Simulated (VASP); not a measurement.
# Na (R-3m) in VASP: single point with PBEsol

Aim: the single point of Na with PBEsol.

Program: VASP 6.6.1. These are calculated values, not measurements. Logs are shortened: lines on timing, memory, paths and dates and some standing lists are left out, and cuts for length are marked.

### 1 The cell of the first run

It takes space group R-3m (No. 166, trigonal). The conventional cell has a = 5.929 Å, b = 5.929 Å, c = 3.741 Å, α = 90.00°, β = 90.00°, γ = 120.00°. Within 4.8 Å of Na (site symmetry -3m) lie 14 Na at 3.64 to 4.24 Å.

### 2 Single point, PBEsol (equal xy, yz and zx shear strains of +2 %)

Contents of INCAR:

```
PREC = Accurate ; ENCUT = 520
EDIFF = 1E-6 ; ISMEAR = -1
SIGMA = 0.05 ; LREAL = False
LASPH = True ; NELM = 80
ALGO = Normal ; ISIF = 2
LWAVE = False ; LCHARG = False
GGA = PS ; NBANDS = 10
```

Contents of KPOINTS:

```
Automatic mesh
0
Gamma
  12 12 12
```

Contents of POSCAR:

```
Na
1.0
   -2.0751500000      2.1175000000      2.1175000000
    2.1175000000     -2.0751500000      2.1175000000
    2.1175000000      2.1175000000     -2.0751500000
Na
1
Direct
    0.0000000000      0.0000000000      0.0000000000
```

Potentials or basis: VASP PAW PBE potentials, release 64 (Na_pv).

Run with:

```
cat potpaw_PBE.64/Na_pv/POTCAR > POTCAR
mpirun -np 1 vasp_std > vasp.out
```

OUTCAR:

```text
PREC = Accurate
   ENCUT = 520
   EDIFF = 1E-6
   ISMEAR = -1
   LREAL = False
   LASPH = True
   NELM = 80
   ISIF = 2
   GGA = PS

 ion  position               nearest neighbor table
   1  0.000  0.000  0.000-

  LATTYP: Found a trigonal (rhomboedric) cell.
 ALAT       =     3.6433308967
 COS(alpha) =    -0.3242805026

  Lattice vectors:

 A1 = (  -2.0751500000,   2.1175000000,   2.1175000000)
 A2 = (   2.1175000000,  -2.0751500000,   2.1175000000)
 A3 = (   2.1175000000,   2.1175000000,  -2.0751500000)

Analysis of symmetry for initial positions (statically):
=====================================================================
 Subroutine PRICEL returns:
 Original cell was already a primitive cell.

 Routine SETGRP: Setting up the symmetry group for a
 trigonal (rhombohedral) supercell.

 Subroutine GETGRP returns: Found 12 space group operations
 (whereof 12 operations were pure point group operations)
 out of a pool of 12 trial point group operations.

The static configuration has the point symmetry D_3d.

Analysis of symmetry for dynamics (positions and initial velocities):
=====================================================================
 Subroutine PRICEL returns:
 Original cell was already a primitive cell.

 Routine SETGRP: Setting up the symmetry group for a
 trigonal (rhombohedral) supercell.

 Subroutine GETGRP returns: Found 12 space group operations
 (whereof 12 operations were pure point group operations)
 out of a pool of 12 trial point group operations.

The dynamic configuration has the point symmetry D_3d.

 Subroutine INISYM returns: Found 12 space group operations
 (whereof 12 operations are pure point group operations),
 and found     1 'primitive' translations

----------------------------------------------------------------------------------------

                                     Primitive cell

  volume of cell :      37.9665

  direct lattice vectors                    reciprocal lattice vectors
    -2.075150000  2.117500000  2.117500000    -0.004676718  0.233835917  0.233835917
     2.117500000 -2.075150000  2.117500000     0.233835917 -0.004676718  0.233835917
     2.117500000  2.117500000 -2.075150000     0.233835917  0.233835917 -0.004676718

  length of vectors
     3.643330897  3.643330897  3.643330897     0.330726993  0.330726993  0.330726993

  position of ions in fractional coordinates (direct lattice)
     0.000000000  0.000000000  0.000000000

  ion indices of the primitive-cell ions
   primitive index   ion index
                 1           1

----------------------------------------------------------------------------------------

 KPOINTS: Automatic mesh

Automatic generation of k-mesh.
 Grid dimensions read from file:
 generate k-points for:   12   12   12

 Generating k-lattice:

  Cartesian coordinates                     Fractional coordinates (reciprocal lattice)
    -0.000389727  0.019486326  0.019486326     0.083333333  0.000000000  0.000000000
     0.019486326 -0.000389727  0.019486326     0.000000000  0.083333333  0.000000000
     0.019486326  0.019486326 -0.000389727     0.000000000  0.000000000  0.083333333

  Length of vectors
     0.027560583  0.027560583  0.027560583

  Shift w.r.t. Gamma in fractional coordinates (k-lattice)
     0.000000000  0.000000000  0.000000000

 Subroutine IBZKPT returns following result:
 ===========================================

 Found    189 irreducible k-points:

 Following reciprocal coordinates:
            Coordinates               Weight
  0.000000  0.000000  0.000000      1.000000
  0.083333 -0.000000 -0.000000      6.000000
  0.166667  0.000000  0.000000      6.000000
  0.250000 -0.000000 -0.000000      6.000000
  0.333333  0.000000  0.000000      6.000000
  0.416667  0.000000  0.000000      6.000000
[... 16 lines left out ...]
  0.500000  0.166667 -0.000000     12.000000
 -0.416667  0.166667 -0.000000     12.000000
 [... further k-points ...]
   k-points           NKPTS =    189   k-points in BZ     NKDIM =    189   number of bands    NBANDS=     10
   number of dos      NEDOS =    301   number of ions     NIONS =      1
   total plane-waves  NPLWV =  21952
   dimension x,y,z NGX =    28 NGY =   28 NGZ =   28
   dimension x,y,z NGXF=    56 NGYF=   56 NGZF=   56
   ions per type =               1
   NGX,Y,Z   is equivalent  to a cutoff of  12.78, 12.78, 12.78 a.u.
   NGXF,Y,Z  is equivalent  to a cutoff of  25.55, 25.55, 25.55 a.u.
 SYSTEM =  unknown system
   PREC   = accura    normal or accurate (medium, high low for compatibility)
   ISTART =      0    job   : 0-new  1-cont  2-samecut
   ICHARG =      2    charge: 1-file 2-atom 10-const
   ISPIN  =      1    spin polarized calculation?
   LNONCOLLINEAR =      F non collinear calculations
   LSORBIT =      F    spin-orbit coupling
   LASPH  =      T    aspherical Exc in radial PAW
   ENCUT  =  520.0 eV  38.22 Ry    6.18 a.u.   6.77  6.77  6.77*2*pi/ulx,y,z
   NELM   =     80;   NELMIN=  2; NELMDL= -5     # of ELM steps
   EDIFF  = 0.1E-05   stopping-criterion for ELM
   LREAL  =      F    real-space projection
   EDIFFG = 0.1E-04   stopping-criterion for IOM
   NSW    =      0    number of steps for IOM
   IBRION =     -1    ionic relax: 0-MD 1-quasi-New 2-CG
   NFREE  =      0    steps in history (QN), initial steepest desc. (CG)
   ISIF   =      2    stress and relaxation
   ISYM   =      2    0-nonsym 1-usesym 2-fastsym
   POTIM  = 0.5000    time-step for ionic-motion
   TEBEG  =    0.0;   TEEND  =   0.0 temperature during run
   PSTRESS=    0.0 pullay stress
   NELECT =       7.0000    total number of electrons
   NUPDOWN=      -1.0000    fix difference up-down
   EMIN   =  10.00;   EMAX   =-10.00  energy-range for DOS
   EFERMI =   0.00;   METHOD = LEGACY
   ISMEAR =    -1;   SIGMA  =   0.05  broadening in eV -4-tet -1-fermi 0-gaus
   EFERMI_NEDOS =   21; number of points for ismear=-14 and -15
   IALGO  =     38    algorithm
   IMIX   =      4    mixing-type and parameters
     AMIX     =   0.40;   BMIX     =  1.00
     AMIX_MAG =   1.60;   BMIX_MAG =  1.00
  volume/ion in A,a.u.               =      37.97       256.21
  Fermi-wavevector in a.u.,A,eV,Ry     =   0.931767  1.760784 11.812434  0.868189
  Thomas-Fermi vector in A             =   2.058295
   LORBIT       =      0    0 simple, 1 ext, 2 COOP (PROOUT), +10 PAW based schemes
   GGA     = PS    functional components
   LHFCALC =     F    Hartree Fock is set to
   AEXX    =    0.0000 exact exchange contribution
   IVDW    =     0    specifies the selected vdW correction
   LEPSILON=     F    determine dielectric tensor
   LRPA    =     F    only Hartree local field effects (RPA)
 non-spin polarized calculation
  energy-cutoff  :      520.00
  volume of cell :       37.97
 maximum number of plane-waves:      1039
   NGX = 13   NGY = 13   NGZ = 13

 number of electron       7.0000008 magnetization

 Free energy of the ion-electron system (eV)
  ---------------------------------------------------
  ext. energy  EPLUGINS =         0.00000000
  ---------------------------------------------------
  free energy    TOTEN  =        -1.39727710 eV

  energy without entropy =       -1.39217699  energy(sigma->0) =       -1.39472705

 E-fermi :   0.2059     XC(G=0):  -6.4385

 val. band max:        0.1877501829   @ k =  -0.3333   0.4167   0.1667
 cond. band min:       0.2100281616   @ k =  -0.4167   0.3333   0.2500
 fundamental gap:      0.0222779787
 Fermi energy:         0.2059445733

 k-point     1 :       0.0000    0.0000    0.0000
  band No.  band energies     occupation
      1     -24.5672      2.00000
      2     -24.5672      2.00000
      3     -24.5664      2.00000
      4      -2.9884      2.00000
      5      11.6871      0.00000
      6      11.6871      0.00000
      7      11.9131      0.00000
      8      12.9006      0.00000
      9      12.9090      0.00000
     10      13.0845      0.00000

 k-point     2 :       0.0833   -0.0000   -0.0000
  band No.  band energies     occupation
      1     -24.5690      2.00000
      2     -24.5674      2.00000
      3     -24.5672      2.00000
      4      -2.8704      2.00000
      5      10.1031      0.00000
      6      11.0209      0.00000
      7      11.4050      0.00000
      8      12.0302      0.00000
      9      12.4569      0.00000
     10      13.5943      0.00000

 k-point     3 :       0.1667    0.0000    0.0000
  band No.  band energies     occupation
      1     -24.5749      2.00000
      2     -24.5693      2.00000
      3     -24.5672      2.00000
      4      -2.5180      2.00000
      5       7.9842      0.00000
      6      10.1184      0.00000
      7      10.7011      0.00000
      8      11.1011      0.00000
      9      11.9978      0.00000
     10      13.9528      0.00000

 k-point     4 :       0.2500   -0.0000   -0.0000
  band No.  band energies     occupation
      1     -24.5829      2.00000
      2     -24.5718      2.00000
      3     -24.5672      2.00000
      4      -1.9359      2.00000
      5       6.0017      0.00000
      6       9.3754      0.00000
      7      10.1086      0.00000
      8      10.3713      0.00000
      9      11.4490      0.00000
     10      14.5328      0.00000

 k-point     5 :       0.3333    0.0000    0.0000
  band No.  band energies     occupation
      1     -24.5909      2.00000
      2     -24.5743      2.00000
      3     -24.5673      2.00000
      4      -1.1316      2.00000
      5       4.1954      0.00000
      6       8.8350      0.00000
      7       9.6784      0.00000
      8       9.8513      0.00000
      9      10.9732      0.00000
     10      15.3019      0.00000

 k-point     6 :       0.4167    0.0000    0.0000
  band No.  band energies     occupation
      1     -24.5967      2.00000
      2     -24.5761      2.00000
      3     -24.5673      2.00000
      4      -0.1174      1.99689
      5       2.5806      0.00000
      6       8.5083      0.00000
      7       9.4198      0.00000
      8       9.5404      0.00000
      9      10.6602      0.00000
     10      15.9933      0.00000

 k-point     7 :       0.5000   -0.0000   -0.0000
  band No.  band energies     occupation
      1     -24.5989      2.00000
      2     -24.5768      2.00000
      3     -24.5673      2.00000
      4       0.9116      0.00000
      5       1.3517      0.00000
      6       8.3990      0.00000
      7       9.3337      0.00000
      8       9.4370      0.00000
      9      10.5517      0.00000
     10      16.4496      0.00000

 k-point     8 :       0.0833    0.0833    0.0000
  band No.  band energies     occupation
      1     -24.5719      2.00000
      2     -24.5690      2.00000
      3     -24.5677      2.00000
      4      -2.6399      2.00000
      5       8.9157      0.00000
      6       9.3832      0.00000
      7      10.6989      0.00000
      8      12.0084      0.00000
      9      12.6335      0.00000
     10      13.8855      0.00000

 k-point     9 :       0.1667    0.0833    0.0000
  band No.  band energies     occupation
      1     -24.5783      2.00000
      2     -24.5713      2.00000
      3     -24.5681      2.00000
      4      -2.1773      2.00000
      5       7.0465      0.00000
      6       8.4326      0.00000
      7       9.9980      0.00000
      8      11.4532      0.00000
      9      12.6205      0.00000
     10      13.6062      0.00000
[... 118 lines left out ...]
 k-point    19 :       0.1667    0.1667   -0.0000
  band No.  band energies     occupation
      1     -24.5832      2.00000
      2     -24.5742      2.00000
      3     -24.5692      2.00000
      4      -1.6082      2.00000
      5       6.0731      0.00000
      6       6.7834      0.00000
      7       9.3437      0.00000
      8      11.6628      0.00000
      9      12.5777      0.00000
     10      14.7563      0.00000

 k-point    20 :       0.2500    0.1667   -0.0000
  band No.  band energies     occupation
      1     -24.5886      2.00000
      2     -24.5776      2.00000
      3     -24.5697      2.00000
      4      -0.8179      2.00000
      5       4.5289      0.00000
      6       6.0458      0.00000
      7       8.8705      0.00000
      8      11.4151      0.00000
      9      12.9532      0.00000
     10      14.4019      0.00000

 k-point    21 :       0.3333    0.1667   -0.0000
  band No.  band energies     occupation
      1     -24.5932      2.00000
      2     -24.5798      2.00000
      3     -24.5699      2.00000
      4       0.1809      1.24550
      5       2.9570      0.00000
      6       5.7287      0.00000
      7       8.5981      0.00000
      8      11.1130      0.00000
      9      13.5134      0.00000
     10      14.2766      0.00000

 k-point    22 :       0.4167    0.1667   -0.0000
  band No.  band energies     occupation
      1     -24.5961      2.00000
      2     -24.5799      2.00000
      3     -24.5699      2.00000
      4       1.2291      0.00000
      5       1.7031      0.00000
      6       5.6547      0.00000
      7       8.5325      0.00000
      8      10.9660      0.00000
      9      13.6079      0.00000
     10      14.6379      0.00000

 k-point    23 :       0.5000    0.1667   -0.0000
  band No.  band energies     occupation
      1     -24.5961      2.00000
      2     -24.5782      2.00000
      3     -24.5697      2.00000
      4       0.2687      0.44380
      5       2.8435      0.00000
      6       5.8075      0.00000
      7       8.6739      0.00000
      8      11.0045      0.00000
      9      13.4790      0.00000
     10      14.2600      0.00000

 k-point    24 :      -0.4167    0.1667   -0.0000
  band No.  band energies     occupation
      1     -24.5931      2.00000
      2     -24.5753      2.00000
      3     -24.5694      2.00000
      4      -0.7454      2.00000
      5       4.4179      0.00000
      6       6.1915      0.00000
      7       9.0174      0.00000
      8      11.2158      0.00000
      9      12.9411      0.00000
     10      14.2091      0.00000

 [... further k-points ...]
[... 5 lines left out ...]
  --------------------------------------------------------------------------------------
  -------------------------------------------------------------------------------------
  Total       -0.0797660     -0.0797660     -0.0797660     -0.0199948     -0.0199948     -0.0199948
  in kB       -3.3661039     -3.3661039     -3.3661039     -0.8437734     -0.8437734     -0.8437734
  external PRESSURE =      -3.3661039 kB  Pullay stress =       0.0000000 kB

 VOLUME and BASIS-vectors are now :
 -----------------------------------------------------------------------------
  energy-cutoff  :      520.00
  volume of cell :       37.97
      direct lattice vectors                 reciprocal lattice vectors
    -2.075150000  2.117500000  2.117500000    -0.004676718  0.233835917  0.233835917
     2.117500000 -2.075150000  2.117500000     0.233835917 -0.004676718  0.233835917
     2.117500000  2.117500000 -2.075150000     0.233835917  0.233835917 -0.004676718

 POSITION                                       TOTAL-FORCE (eV/Angst)
 -----------------------------------------------------------------------------------
      0.00000      0.00000      0.00000        -0.000000      0.000000     -0.000000
 -----------------------------------------------------------------------------------
    total drift:                               -0.000000     -0.000000     -0.000000

  FREE ENERGIE OF THE ION-ELECTRON SYSTEM (eV)
  ---------------------------------------------------
  free  energy   TOTEN  =        -1.3972771030 eV

  energy  without entropy=       -1.3921769918  energy(sigma->0) =       -1.39472705
```

Run time: 22 s. Hardware: 1 thread of Intel Xeon Platinum 8488C (Sapphire Rapids), shared host; peak memory 0.19 GiB.

Results:

```
Free energy : -1.3973 eV
Pressure    : -0.3 GPa
```

Caveat: the cell differs from its parent crystal (equal xy, yz and zx shear strains of +2 %); the PAW data sets were made with another functional, which shifts forces and pressure a little.
